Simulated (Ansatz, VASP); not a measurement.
# AlN in VASP and in Ansatz

```
CELL_PARAMETERS angstrom
0.00000 2.18488 2.09748
2.18488 0.00000 2.09748
2.18488 2.18488 0.00000
ATOMIC_POSITIONS crystal
Al 0.00000 0.00000 0.00000
N 0.25000 0.25000 0.25000
```

Change from the starting cell: uniaxial_z strain -4.0%.

Alike in both runs: task single point; functional r2SCAN; k mesh 10 × 10 × 10; no spin polarisation.

|  | VASP | Ansatz |
| --- | --- | --- |
| version | VASP 6.6.1 | Ansatz 0.2.0 |
| potentials or method | VASP PAW PBE potentials, release 64 (Al, N) | plane waves, PAW |
| plane-wave cutoff (eV) | 520 | 500 |
| occupations | gaussian, width 0.01 eV | fixed |
| valence electrons in the cell | 8 | 8 |

|  | VASP | Ansatz | Ansatz less VASP |
| --- | --- | --- | --- |
| gap on the k mesh at the Fermi level (eV) | 3.74 | 3.75 | +0.009 |
| pressure (GPa) | 8.8 | 9.1 | +0.36 |
| traceless stress, the component that is largest in VASP (GPa) | 3.34 | 3.34 | -0.003 |

VASP's potentials were made for PBE, not for r2SCAN.
